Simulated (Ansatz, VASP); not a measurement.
**One calculation of Ti12H, two programs**

```
CELL_PARAMETERS angstrom
5.90000 0.00000 0.00000
-4.42500 7.66432 0.00000
0.00000 0.00000 4.68460
ATOMIC_POSITIONS crystal
Ti 0.00446 0.00322 0.99725
Ti 0.16832 0.22546 0.49744
Ti 0.00236 0.33261 0.00052
Ti 0.16488 0.55560 0.49730
Ti 0.00490 0.66266 0.99983
Ti 0.17265 0.89350 0.49875
Ti 0.50137 0.00041 0.00137
Ti 0.66393 0.22311 0.49762
Ti 0.49829 0.33056 0.00085
Ti 0.66202 0.55269 0.50145
Ti 0.49335 0.66221 0.00021
Ti 0.66253 0.89302 0.49954
H 0.83257 0.77868 0.74735
```

Alike in both runs: functional PBE; k mesh 2 × 2 × 2; occupations fermi-dirac, width 0.05 eV; no spin polarisation.

Ansatz relaxed the structure, and its values are those at the end. VASP's run is a single point on that final structure, the one shown.

|  | VASP | Ansatz |
| --- | --- | --- |
| version | VASP 6.6.1 | Ansatz 0.2.0 |
| potentials or method | VASP PAW PBE potentials, release 64 (Ti_sv, H), cutoff 520 eV | scalar-relativistic, plane waves, PAW |
| valence electrons in the cell | 145 | 145 |

```csv
,VASP,Ansatz,Ansatz less VASP
rms of the force components (eV/Å),0.016,0.015,0.0000
```

The k mesh is coarse, so the values compare programs but aren't converged.
